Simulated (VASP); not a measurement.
Wanted: the native input for a VASP 6.6.1 run.

```
Task                   : dielectric tensor
Functional             : LDA
Potentials or basis    : VASP PAW LDA potentials, release 64 (Te, Be)
Cutoff                 : 520 eV
k mesh                 : 8 × 8 × 8
Occupations            : gaussian, width 0.01 eV
Spin                   : no spin polarisation
Dipole correction      : no
Further INCAR settings : ALGO = Normal; EDIFF = 1e-08
```

The structure of BeTe lies in POSCAR:

```
BeTe
1.0
    0.0000000000      2.7700000000      2.7700000000
    2.7700000000      0.0000000000      2.7700000000
    2.7700000000      2.7700000000      0.0000000000
Te Be
1 1
Direct
    0.7500000000      0.7500000000      0.7500000000
    0.0000000000      0.0000000000      0.0000000000
```

These files were run (other wordings do the same):

INCAR

```
PREC = Accurate
ENCUT = 520
EDIFF = 1E-8
ISMEAR = 0
SIGMA = 0.01
LREAL = False
LASPH = True
NELM = 60
ALGO = Normal
ISIF = 2
LWAVE = False
LCHARG = False
GGA = CA
LEPSILON = True
```

KPOINTS

```
Automatic mesh
0
Gamma
  8 8 8
```

Potentials or basis: VASP PAW LDA potentials, release 64 (Te, Be).

Run with:

```bash
$ cat potpaw_LDA.64/Te/POTCAR potpaw_LDA.64/Be/POTCAR > POTCAR
$ mpirun -np 1 vasp_std > vasp.out
```

Results of the run:

* Band gap on the k mesh: 1.75 eV, indirect (least direct gap 3.54 eV)
* Electronic dielectric tensor (diagonal): 7.66
* Born charges (mean of the diagonal): Te -1.23; Be +1.23 e

Caveat: spin-orbit coupling is left out, which moves the levels of the heavy elements.

Run time: 67 s on 1 thread of Intel(R) Xeon(R) 6975P-C (Granite Rapids) (shared host), peak memory 0.23 GiB.
